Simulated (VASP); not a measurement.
# SiC (P6_3mc) in VASP: relaxation of cell and atoms with PBEsol

Aim: the relaxation of cell and atoms of SiC with PBEsol.

Program: VASP 6.6.1. These are calculated values, not measurements. Logs are shortened: lines on timing, memory, paths and dates and some standing lists are left out, and cuts for length are marked.

## (1) The cell of the first run

The structure is hexagonal, space group P6_3mc (No. 186). The conventional cell has a = 3.076 Å, b = 3.076 Å, c = 5.048 Å, α = 90.00°, β = 90.00°, γ = 120.00°. Si (site symmetry 3m) has 4 C at 1.88 to 1.90 Å within 2.5 Å. Within 2.5 Å of C (site symmetry 3m) lie 4 Si at 1.88 to 1.90 Å.

## (2) Relaxation of cell and atoms, PBEsol

INCAR reads:

```
SYSTEM = SiC
ALGO = Normal
EDIFF = 1E-7
EDIFFG = -0.03
ENCUT = 600
GGA = PS
GGA_COMPAT = .FALSE.
IBRION = 2
ISIF = 3
ISMEAR = -1
LASPH = .TRUE.
LCHARG = .FALSE.
LREAL = Auto
LWAVE = .FALSE.
NCORE = 4
NELM = 120
NELMIN = 4
NSW = 100
PREC = Accurate
SIGMA = 0.05
```

KPOINTS reads:

```
Automatic mesh
0
Gamma
  1 1 1
  0.5 0.5 0.5
```

POSCAR reads:

```
SiC
1.0
    9.2280510000      0.0000000000      0.0000000000
    0.0000000000     10.6556360000      0.0000000000
    0.0000000000      0.0000000000     10.0951400000
Si C
48 48
Direct
    0.0000000000      0.1666670000      0.0000510000
    0.0000000000      0.1666670000      0.5000510000
    0.3333330000      0.1666670000      0.0000510000
    0.3333330000      0.1666670000      0.5000510000
    0.1666670000      0.4166670000      0.0000510000
    0.1666670000      0.4166670000      0.5000510000
    0.0000000000      0.6666670000      0.0000510000
    0.0000000000      0.6666670000      0.5000510000
    0.6666670000      0.1666670000      0.0000510000
    0.6666670000      0.1666670000      0.5000510000
    0.5000000000      0.4166670000      0.0000510000
    0.5000000000      0.4166670000      0.5000510000
    0.3333330000      0.6666670000      0.0000510000
    0.3333330000      0.6666670000      0.5000510000
    0.1666670000      0.9166670000      0.0000510000
    0.1666670000      0.9166670000      0.5000510000
    0.8333330000      0.4166670000      0.0000510000
    0.8333330000      0.4166670000      0.5000510000
    0.6666670000      0.6666670000      0.0000510000
    0.6666670000      0.6666670000      0.5000510000
    0.5000000000      0.9166670000      0.0000510000
    0.5000000000      0.9166670000      0.5000510000
    0.8333330000      0.9166670000      0.0000510000
    0.8333330000      0.9166670000      0.5000510000
    0.1666670000      0.0833330000      0.2500510000
    0.1666670000      0.0833330000      0.7500510000
    0.0000000000      0.3333330000      0.2500510000
    0.0000000000      0.3333330000      0.7500510000
    0.5000000000      0.0833330000      0.2500510000
    0.5000000000      0.0833330000      0.7500510000
    0.3333330000      0.3333330000      0.2500510000
    0.3333330000      0.3333330000      0.7500510000
    0.1666670000      0.5833330000      0.2500510000
    0.1666670000      0.5833330000      0.7500510000
    0.0000000000      0.8333330000      0.2500510000
    0.0000000000      0.8333330000      0.7500510000
    0.8333330000      0.0833330000      0.2500510000
    0.8333330000      0.0833330000      0.7500510000
    0.6666670000      0.3333330000      0.2500510000
    0.6666670000      0.3333330000      0.7500510000
    0.5000000000      0.5833330000      0.2500510000
    0.5000000000      0.5833330000      0.7500510000
    0.3333330000      0.8333330000      0.2500510000
    0.3333330000      0.8333330000      0.7500510000
    0.8333330000      0.5833330000      0.2500510000
    0.8333330000      0.5833330000      0.7500510000
    0.6666670000      0.8333330000      0.2500510000
    0.6666670000      0.8333330000      0.7500510000
    0.0000000000      0.1666670000      0.1879490000
    0.0000000000      0.1666670000      0.6879490000
    0.3333330000      0.1666670000      0.1879490000
    0.3333330000      0.1666670000      0.6879490000
    0.1666670000      0.4166670000      0.1879490000
    0.1666670000      0.4166670000      0.6879490000
    0.0000000000      0.6666670000      0.1879490000
    0.0000000000      0.6666670000      0.6879490000
    0.6666670000      0.1666670000      0.1879490000
    0.6666670000      0.1666670000      0.6879490000
    0.5000000000      0.4166670000      0.1879490000
    0.5000000000      0.4166670000      0.6879490000
    0.3333330000      0.6666670000      0.1879490000
    0.3333330000      0.6666670000      0.6879490000
    0.1666670000      0.9166670000      0.1879490000
    0.1666670000      0.9166670000      0.6879490000
    0.8333330000      0.4166670000      0.1879490000
    0.8333330000      0.4166670000      0.6879490000
    0.6666670000      0.6666670000      0.1879490000
    0.6666670000      0.6666670000      0.6879490000
    0.5000000000      0.9166670000      0.1879490000
    0.5000000000      0.9166670000      0.6879490000
    0.8333330000      0.9166670000      0.1879490000
    0.8333330000      0.9166670000      0.6879490000
    0.1666670000      0.0833330000      0.4379490000
    0.1666670000      0.0833330000      0.9379490000
    0.0000000000      0.3333330000      0.4379490000
    0.0000000000      0.3333330000      0.9379490000
    0.5000000000      0.0833330000      0.4379490000
    0.5000000000      0.0833330000      0.9379490000
    0.3333330000      0.3333330000      0.4379490000
    0.3333330000      0.3333330000      0.9379490000
    0.1666670000      0.5833330000      0.4379490000
    0.1666670000      0.5833330000      0.9379490000
    0.0000000000      0.8333330000      0.4379490000
    0.0000000000      0.8333330000      0.9379490000
    0.8333330000      0.0833330000      0.4379490000
    0.8333330000      0.0833330000      0.9379490000
    0.6666670000      0.3333330000      0.4379490000
    0.6666670000      0.3333330000      0.9379490000
    0.5000000000      0.5833330000      0.4379490000
    0.5000000000      0.5833330000      0.9379490000
    0.3333330000      0.8333330000      0.4379490000
    0.3333330000      0.8333330000      0.9379490000
    0.8333330000      0.5833330000      0.4379490000
    0.8333330000      0.5833330000      0.9379490000
    0.6666670000      0.8333330000      0.4379490000
    0.6666670000      0.8333330000      0.9379490000
```

Potentials or basis: VASP PAW PBE potentials, release 64 (Si, C).

On the command line:

```
> cat potpaw_PBE.64/Si/POTCAR potpaw_PBE.64/C/POTCAR > POTCAR
> mpirun -np 4 vasp_std > vasp.out
```

OUTCAR:

```text
SYSTEM = SiC
   EDIFF = 1E-7
   EDIFFG = -0.03
   ENCUT = 600
   GGA = PS
   IBRION = 2
   ISIF = 3
   ISMEAR = -1
   LASPH = .TRUE.
   LREAL = Auto
   NELM = 120
   NELMIN = 4
   NSW = 100
   PREC = Accurate

 ion  position               nearest neighbor table
   1  0.000  0.167  0.000-  76 1.88  74 1.88  86 1.88  49 1.90   3 3.08   9 3.08   5 3.08  15 3.08
                            17 3.08  23 3.08  27 3.09  28 3.09  25 3.09  26 3.09  37 3.09  38 3.09
   2  0.000  0.167  0.500-  75 1.88  73 1.88  85 1.88  50 1.90   4 3.08  10 3.08   6 3.08  16 3.08
                            18 3.08  24 3.08  27 3.09  28 3.09  25 3.09  26 3.09  37 3.09  38 3.09
   3  0.333  0.167  0.000-  80 1.88  74 1.88  78 1.88  51 1.90   1 3.08   5 3.08  15 3.08  11 3.08
                            21 3.08   9 3.08  31 3.09  32 3.09  25 3.09  26 3.09  29 3.09  30 3.09
   4  0.333  0.167  0.500-  79 1.88  73 1.88  77 1.88  52 1.90   2 3.08   6 3.08  16 3.08  12 3.08
                            22 3.08  10 3.08  31 3.09  32 3.09  25 3.09  26 3.09  29 3.09  30 3.09
   5  0.167  0.417  0.000-  82 1.88  80 1.88  76 1.88  53 1.90  11 3.08   3 3.08  13 3.08   1 3.08
                             7 3.08  17 3.08  33 3.09  34 3.09  31 3.09  32 3.09  27 3.09  28 3.09
   6  0.167  0.417  0.500-  81 1.88  79 1.88  75 1.88  54 1.90  12 3.08   4 3.08  14 3.08   2 3.08
                             8 3.08  18 3.08  33 3.09  34 3.09  31 3.09  32 3.09  27 3.09  28 3.09
   7  0.000  0.667  0.000-  84 1.88  82 1.88  94 1.88  55 1.90  13 3.08  19 3.08  15 3.08  17 3.08
                             5 3.08  23 3.08  35 3.09  36 3.09  33 3.09  34 3.09  45 3.09  46 3.09
   8  0.000  0.667  0.500-  83 1.88  81 1.88  93 1.88  56 1.90  14 3.08  20 3.08  16 3.08  18 3.08
                             6 3.08  24 3.08  35 3.09  36 3.09  33 3.09  34 3.09  45 3.09  46 3.09
   9  0.667  0.167  0.000-  88 1.88  86 1.88  78 1.88  57 1.90   1 3.08  17 3.08  23 3.08  21 3.08
[... 125 lines left out ...]
  95  0.667  0.833  0.438-  20 1.88  24 1.88  22 1.88  47 1.90
  96  0.667  0.833  0.938-  19 1.88  23 1.88  21 1.88  48 1.90

  LATTYP: Found a simple orthorhombic cell.
 ALAT       =     9.2280510000
 B/A-ratio  =     1.0939623112
 C/A-ratio  =     1.1547005971

  Lattice vectors:

 A1 = (  -9.2280510000,   0.0000000000,   0.0000000000)
 A2 = (   0.0000000000,   0.0000000000,  10.0951400000)
 A3 = (   0.0000000000,  10.6556360000,   0.0000000000)

Analysis of symmetry for initial positions (statically):
=====================================================================
 Subroutine PRICEL returns following result:

  LATTYP: Found a hexagonal cell.
 ALAT       =     3.0760231520
 C/A-ratio  =     1.6409401849

  Lattice vectors:

 A1 = (  -3.0760231520,   0.0000000000,   0.0000000000)
 A2 = (   1.5380115760,  -2.6639090000,   0.0000000000)
 A3 = (   0.0000000000,   0.0000000000,   5.0475700000)

  24 primitive cells build up your supercell.

 Routine SETGRP: Setting up the symmetry group for a
 simple orthorhombic supercell.

 Subroutine GETGRP returns: Found  4 space group operations
 (whereof  2 operations were pure point group operations)
 out of a pool of  8 trial point group operations.

The static configuration has the point symmetry C_1h.
 The point group associated with its full space group is C_2v.

Analysis of symmetry for dynamics (positions and initial velocities):
=====================================================================
 Subroutine PRICEL returns following result:

  LATTYP: Found a hexagonal cell.
[... 86 lines left out ...]
   ions per type =              48  48
   NGX,Y,Z   is equivalent  to a cutoff of  14.41, 14.04, 13.83 a.u.
   NGXF,Y,Z  is equivalent  to a cutoff of  28.82, 28.08, 27.67 a.u.
 SYSTEM =  SiC
   PREC   = accura    normal or accurate (medium, high low for compatibility)
   ISTART =      0    job   : 0-new  1-cont  2-samecut
   ICHARG =      2    charge: 1-file 2-atom 10-const
   ISPIN  =      1    spin polarized calculation?
   LNONCOLLINEAR =      F non collinear calculations
[... 11 lines left out ...]
   ISYM   =      2    0-nonsym 1-usesym 2-fastsym
   POTIM  = 0.5000    time-step for ionic-motion
   TEBEG  =    0.0;   TEEND  =   0.0 temperature during run
   PSTRESS=    0.0 pullay stress
   NELECT =     384.0000    total number of electrons
   NUPDOWN=      -1.0000    fix difference up-down
   EMIN   =  10.00;   EMAX   =-10.00  energy-range for DOS
   EFERMI =   0.00;   METHOD = LEGACY
   ISMEAR =    -1;   SIGMA  =   0.05  broadening in eV -4-tet -1-fermi 0-gaus
   EFERMI_NEDOS =   21; number of points for ismear=-14 and -15
   IALGO  =     38    algorithm
   IMIX   =      4    mixing-type and parameters
     AMIX     =   0.40;   BMIX     =  1.00
     AMIX_MAG =   1.60;   BMIX_MAG =  1.00
  volume/ion in A,a.u.               =      10.34        69.78
  Fermi-wavevector in a.u.,A,eV,Ry     =   1.192847  2.254154 19.359505  1.422883
  Thomas-Fermi vector in A             =   2.328875
   LORBIT       =      0    0 simple, 1 ext, 2 COOP (PROOUT), +10 PAW based schemes
   GGA     = PS    functional components
   LHFCALC =     F    Hartree Fock is set to
   AEXX    =    0.0000 exact exchange contribution
   IVDW    =     0    specifies the selected vdW correction
   LEPSILON=     F    determine dielectric tensor
   LRPA    =     F    only Hartree local field effects (RPA)
 conjugate gradient relaxation of ions
 non-spin polarized calculation
  energy-cutoff  :      600.00
  volume of cell :      992.66
 maximum number of plane-waves:     33080
 NGX is ok and might be reduce to    72
   NGX = 37   NGY = 43   NGZ = 41

--------------------------------------- Ionic step        1  -------------------------------------------

 number of electron     384.0000002 magnetization

 Free energy of the ion-electron system (eV)
  ---------------------------------------------------
  ext. energy  EPLUGINS =         0.00000000
  ---------------------------------------------------
  free energy    TOTEN  =      -768.20909996 eV

  energy without entropy =     -768.20909996  energy(sigma->0) =     -768.20909996

------------------------ aborting loop because EDIFF is reached ----------------------------------------

  FORCE on cell =-STRESS in cart. coord.  units (eV):
  Direction    XX          YY          ZZ          XY          YZ          ZX
  --------------------------------------------------------------------------------------
  -------------------------------------------------------------------------------------
  Total      -17.8766590     12.5058128      1.1719526      0.0000000      0.0000000      0.0000000
  in kB      -28.8532826     20.1846302      1.8915548      0.0000000      0.0000000      0.0000000
  external PRESSURE =      -2.2590325 kB  Pullay stress =       0.0000000 kB
[... 507 lines left out ...]
--------------------------------------- Ionic step        5  -------------------------------------------

 number of electron     383.9999999 magnetization

 Free energy of the ion-electron system (eV)
  ---------------------------------------------------
  ext. energy  EPLUGINS =         0.00000000
  ---------------------------------------------------
  free energy    TOTEN  =      -768.33159832 eV

  energy without entropy =     -768.33159832  energy(sigma->0) =     -768.33159832

 E-fermi :   8.6887     XC(G=0): -11.5122

 val. band max:        7.3877638328   @ k =   0.5000   0.5000   0.5000
 cond. band min:      11.7456891646   @ k =   0.5000   0.5000   0.5000
 fundamental gap:      4.3579253318
 Fermi energy:         8.6886671418

 k-point     1 :       0.5000    0.5000    0.5000
  band No.  band energies     occupation
      1      -6.4625      2.00000
      2      -6.4625      2.00000
      3      -6.4625      2.00000
      4      -6.4625      2.00000
      5      -6.4625      2.00000
      6      -6.4625      2.00000
[... 196 lines left out ...]
    203      12.2332      0.00000
    204      12.2332      0.00000
 [bands above 204 left out]

------------------------ aborting loop because EDIFF is reached ----------------------------------------

  FORCE on cell =-STRESS in cart. coord.  units (eV):
  Direction    XX          YY          ZZ          XY          YZ          ZX
  --------------------------------------------------------------------------------------
  -------------------------------------------------------------------------------------
  Total        0.0667663      0.1282110     -0.4814698      0.0000000      0.0000000      0.0000000
  in kB        0.1078803      0.2071619     -0.7779537      0.0000000      0.0000000      0.0000000
  external PRESSURE =      -0.1543038 kB  Pullay stress =       0.0000000 kB
[... 111 lines left out ...]
  FREE ENERGIE OF THE ION-ELECTRON SYSTEM (eV)
  ---------------------------------------------------
  free  energy   TOTEN  =      -768.3315983217 eV

  energy  without entropy=     -768.3315983216  energy(sigma->0) =     -768.33159832

 reached required accuracy - stopping structural energy minimisation
```

Run time: 10 min. Hardware: 4 MPI ranks of AMD EPYC 7R43 (Zen 3), shared host; peak memory 0.43 GiB.

Results:

```
Free energy                           : -768.3316 eV
Relaxed volume                        : 10.33 Å³/atom
Relaxed cell                          : a = 9.156 Å, b = 10.714 Å, c = 10.108 Å, α = 90.00°, β = 90.00°, γ = 90.00°
Space group after relaxing (to 0.1 Å) : P6_3mc (No. 186)
Energy gained by relaxing             : 1.3 meV/atom
Ionic steps                           : 5
Pressure after relaxing               : 0.0 GPa
Largest force after relaxing          : 0.027 eV/Å
Band gap on the k mesh                : 4.36 eV
```

Forces in eV/Å, atoms in the order of the input:
```
Si   0.000 -0.027 -0.005
Si   0.000 -0.027 -0.005
Si   0.000 -0.027 -0.005
Si   0.000 -0.027 -0.005
Si   0.000 -0.027 -0.005
Si   0.000 -0.027 -0.005
Si   0.000 -0.027 -0.005
Si   0.000 -0.027 -0.005
Si   0.000 -0.027 -0.005
Si   0.000 -0.027 -0.005
Si   0.000 -0.027 -0.005
Si   0.000 -0.027 -0.005
Si   0.000 -0.027 -0.005
Si   0.000 -0.027 -0.005
Si   0.000 -0.027 -0.005
Si   0.000 -0.027 -0.005
Si   0.000 -0.027 -0.005
Si   0.000 -0.027 -0.005
Si   0.000 -0.027 -0.005
Si   0.000 -0.027 -0.005
Si   0.000 -0.027 -0.005
Si   0.000 -0.027 -0.005
Si   0.000 -0.027 -0.005
Si   0.000 -0.027 -0.005
Si   0.000  0.027 -0.005
Si   0.000  0.027 -0.005
Si   0.000  0.027 -0.005
Si   0.000  0.027 -0.005
Si   0.000  0.027 -0.005
Si   0.000  0.027 -0.005
Si   0.000  0.027 -0.005
Si   0.000  0.027 -0.005
Si   0.000  0.027 -0.005
Si   0.000  0.027 -0.005
Si   0.000  0.027 -0.005
Si   0.000  0.027 -0.005
Si   0.000  0.027 -0.005
Si   0.000  0.027 -0.005
Si   0.000  0.027 -0.005
Si   0.000  0.027 -0.005
Si   0.000  0.027 -0.005
Si   0.000  0.027 -0.005
Si   0.000  0.027 -0.005
Si   0.000  0.027 -0.005
Si   0.000  0.027 -0.005
Si   0.000  0.027 -0.005
Si   0.000  0.027 -0.005
Si   0.000  0.027 -0.005
C    0.000  0.018  0.005
C    0.000  0.018  0.005
C    0.000  0.018  0.005
C    0.000  0.018  0.005
C    0.000  0.018  0.005
C    0.000  0.018  0.005
C    0.000  0.018  0.005
C    0.000  0.018  0.005
C    0.000  0.018  0.005
C    0.000  0.018  0.005
C    0.000  0.018  0.005
C    0.000  0.018  0.005
C    0.000  0.018  0.005
C    0.000  0.018  0.005
C    0.000  0.018  0.005
C    0.000  0.018  0.005
C    0.000  0.018  0.005
C    0.000  0.018  0.005
C    0.000  0.018  0.005
C    0.000  0.018  0.005
C    0.000  0.018  0.005
C    0.000  0.018  0.005
C    0.000  0.018  0.005
C    0.000  0.018  0.005
C    0.000 -0.018  0.005
C    0.000 -0.018  0.005
C    0.000 -0.018  0.005
C    0.000 -0.018  0.005
C    0.000 -0.018  0.005
C    0.000 -0.018  0.005
C    0.000 -0.018  0.005
C    0.000 -0.018  0.005
C    0.000 -0.018  0.005
C    0.000 -0.018  0.005
C    0.000 -0.018  0.005
C    0.000 -0.018  0.005
C    0.000 -0.018  0.005
C    0.000 -0.018  0.005
C    0.000 -0.018  0.005
C    0.000 -0.018  0.005
C    0.000 -0.018  0.005
C    0.000 -0.018  0.005
C    0.000 -0.018  0.005
C    0.000 -0.018  0.005
C    0.000 -0.018  0.005
C    0.000 -0.018  0.005
C    0.000 -0.018  0.005
C    0.000 -0.018  0.005
```

Step by step:
```
step  energy change (eV)  largest force (eV/Å)  pressure (GPa)  volume (Å³)
   1              0.0000                0.0827           -0.23       992.66
   2             -0.0996                0.1405            0.25       990.51
   3             -0.1065                0.1213            0.15       990.96
   4             -0.1180                0.0799           -0.10       991.91
   5             -0.1225                0.0269           -0.02       991.58
```

Final structure:
```
Si C
1.0
     9.15587    0.00000    0.00000
     0.00000   10.71391    0.00000
     0.00000    0.00000   10.10830
Si C
48 48
Direct
  0.00000 0.16696 0.00032
  0.00000 0.16696 0.50032
  0.33333 0.16696 0.00032
  0.33333 0.16696 0.50032
  0.16667 0.41696 0.00032
  0.16667 0.41696 0.50032
  0.00000 0.66696 0.00032
  0.00000 0.66696 0.50032
  0.66667 0.16696 0.00032
  0.66667 0.16696 0.50032
  0.50000 0.41696 0.00032
  0.50000 0.41696 0.50032
  0.33333 0.66696 0.00032
  0.33333 0.66696 0.50032
  0.16667 0.91696 0.00032
  0.16667 0.91696 0.50032
  0.83333 0.41696 0.00032
  0.83333 0.41696 0.50032
  0.66667 0.66696 0.00032
  0.66667 0.66696 0.50032
  0.50000 0.91696 0.00032
  0.50000 0.91696 0.50032
  0.83333 0.91696 0.00032
  0.83333 0.91696 0.50032
  0.16667 0.08304 0.25032
  0.16667 0.08304 0.75032
  0.00000 0.33304 0.25032
  0.00000 0.33304 0.75032
  0.50000 0.08304 0.25032
  0.50000 0.08304 0.75032
  0.33333 0.33304 0.25032
  0.33333 0.33304 0.75032
  0.16667 0.58304 0.25032
  0.16667 0.58304 0.75032
  0.00000 0.83304 0.25032
  0.00000 0.83304 0.75032
  0.83333 0.08304 0.25032
  0.83333 0.08304 0.75032
  0.66667 0.33304 0.25032
  0.66667 0.33304 0.75032
  0.50000 0.58304 0.25032
  0.50000 0.58304 0.75032
  0.33333 0.83304 0.25032
  0.33333 0.83304 0.75032
  0.83333 0.58304 0.25032
  0.83333 0.58304 0.75032
  0.66667 0.83304 0.25032
  0.66667 0.83304 0.75032
  0.00000 0.16722 0.18768
  0.00000 0.16722 0.68768
  0.33333 0.16722 0.18768
  0.33333 0.16722 0.68768
  0.16667 0.41722 0.18768
  0.16667 0.41722 0.68768
  0.00000 0.66722 0.18768
  0.00000 0.66722 0.68768
  0.66667 0.16722 0.18768
  0.66667 0.16722 0.68768
  0.50000 0.41722 0.18768
  0.50000 0.41722 0.68768
  0.33333 0.66722 0.18768
  0.33333 0.66722 0.68768
  0.16667 0.91722 0.18768
  0.16667 0.91722 0.68768
  0.83333 0.41722 0.18768
  0.83333 0.41722 0.68768
  0.66667 0.66722 0.18768
  0.66667 0.66722 0.68768
  0.50000 0.91722 0.18768
  0.50000 0.91722 0.68768
  0.83333 0.91722 0.18768
  0.83333 0.91722 0.68768
  0.16667 0.08278 0.43768
  0.16667 0.08278 0.93768
  0.00000 0.33278 0.43768
  0.00000 0.33278 0.93768
  0.50000 0.08278 0.43768
  0.50000 0.08278 0.93768
  0.33333 0.33278 0.43768
  0.33333 0.33278 0.93768
  0.16667 0.58278 0.43768
  0.16667 0.58278 0.93768
  0.00000 0.83278 0.43768
  0.00000 0.83278 0.93768
  0.83333 0.08278 0.43768
  0.83333 0.08278 0.93768
  0.66667 0.33278 0.43768
  0.66667 0.33278 0.93768
  0.50000 0.58278 0.43768
  0.50000 0.58278 0.93768
  0.33333 0.83278 0.43768
  0.33333 0.83278 0.93768
  0.83333 0.58278 0.43768
  0.83333 0.58278 0.93768
  0.66667 0.83278 0.43768
  0.66667 0.83278 0.93768
```

Caveat: the k points lie up to 0.69 Å⁻¹ apart in the final cell; the PAW data sets were made with another functional, which shifts forces and pressure a little; a shifted mesh leaves out Γ, where band edges can lie. A k mesh can miss the band edges.
